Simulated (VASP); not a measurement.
Set up this calculation in VASP 6.6.1, as the native input.

```
Task                   : single point
Functional             : PBE
Potentials or basis    : VASP PAW PBE potentials, release 64 (Ca_sv)
Cutoff                 : 520 eV
k mesh                 : 14 × 14 × 8
Occupations            : gaussian, width 0.15 eV
Spin                   : no spin polarisation
Dipole correction      : no
Further INCAR settings : ALGO = Normal; EDIFF = 1e-07; NBANDS = 17
```

The structure of Ca lies in POSCAR:

```
Ca
1.0
    1.9712759950     -3.3954901800      0.0000000000
    1.9712759950      3.3954901800      0.0000000000
    0.0000000000      0.0000000000      6.5091117400
Ca
2
Direct
    0.8355866000      0.1644134000      0.2500000000
    0.1644134000      0.8355866000      0.7500000000
```

These files were run (other wordings do the same):

INCAR

```
  PREC = Accurate
  ENCUT = 520
  EDIFF = 1E-7
  ISMEAR = 0
  SIGMA = 0.15
  LREAL = False
  LASPH = True
  NELM = 100
  ALGO = Normal
  ISIF = 2
  LWAVE = False
  LCHARG = False
  GGA = PE
  NBANDS = 17
```

KPOINTS

```
regular mesh
0
Gamma
  14 14 8
```

Potentials or basis: VASP PAW PBE potentials, release 64 (Ca_sv).

Launch:

```console
$ cat potpaw_PBE.64/Ca_sv/POTCAR > POTCAR
$ mpirun -np 1 vasp_std > vasp.out
```

Results of the run:

```json
{
 "Pressure": "-0.4 GPa",
 "Largest force": "0.016 eV/Å",
 "Band gap on the k mesh": "zero (band 10 reaches 2.09 eV, above the bottom of band 11 at 1.60 eV)"
}
```

Wall time 4.5 min on 1 thread of AMD EPYC 9R45 (Zen 5), with other jobs on the host, peak memory 0.43 GiB.
